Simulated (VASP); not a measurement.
Wanted: the native input for a VASP 6.6.1 run.

```yaml
Task: relaxation of cell and atoms
Functional: PBEsol
Potentials_or_basis: VASP PAW PBE potentials, release 64 (Ag)
Cutoff: 600 eV
k_mesh: 11 × 11 × 11
Occupations: fermi-dirac, width 0.05 eV
Spin: no spin polarisation
Target_pressure: 20 GPa
Dipole_correction: no
Further_INCAR_settings: ALGO = Normal; EDIFF = 1e-07; IBRION = 2; EDIFFG = -0.02; NSW = 80; ISIF = 3
```

The structure of Ag lies in POSCAR:

```
Ag
1.0
    0.0000000000      2.0427500000      2.0427500000
    2.0427500000      0.0000000000      2.0427500000
    2.0427500000      2.0427500000      0.0000000000
Ag
1
Direct
    0.0000000000      0.0000000000      0.0000000000
```

The input as run:

INCAR

```
SYSTEM = Ag
ALGO = Normal
EDIFF = 1E-7
EDIFFG = -0.02
ENCUT = 600
GGA = PS
IBRION = 2
ISIF = 3
ISMEAR = -1
LASPH = .TRUE.
LCHARG = .FALSE.
LREAL = .FALSE.
LWAVE = .FALSE.
NELM = 60
NSW = 80
PREC = Accurate
PSTRESS = 200.0
SIGMA = 0.05
```

KPOINTS

```
k-points
0
G
  11 11 11
  0 0 0
```

Potentials or basis: VASP PAW PBE potentials, release 64 (Ag).

Launch:

```console
$ cat potpaw_PBE.64/Ag/POTCAR > POTCAR
$ mpirun -np 1 vasp_std > vasp.out
```

Results of the run:

| Quantity | Value |
| --- | --- |
| Relaxed volume | 14.73 Å³/atom |
| Relaxed cell | a = 2.751 Å, b = 2.751 Å, c = 2.751 Å, α = 60.00°, β = 60.00°, γ = 60.00° |
| Space group after relaxing (to 0.05 Å) | Fm-3m (No. 225) |
| Energy change on relaxing (the enthalpy is what falls) | +97.1 meV/atom |
| Ionic steps | 5 |
| Pressure after relaxing | 20.1 GPa |

Caveat: the cell is relaxed towards a set pressure, so the enthalpy falls and the energy may rise; the PAW data sets were made with another functional, which shifts forces and pressure a little.

Run time: 46 s on 1 thread of AMD EPYC 7R43 64-Core Processor (Zen 3), on a shared host, peak memory 0.12 GiB.
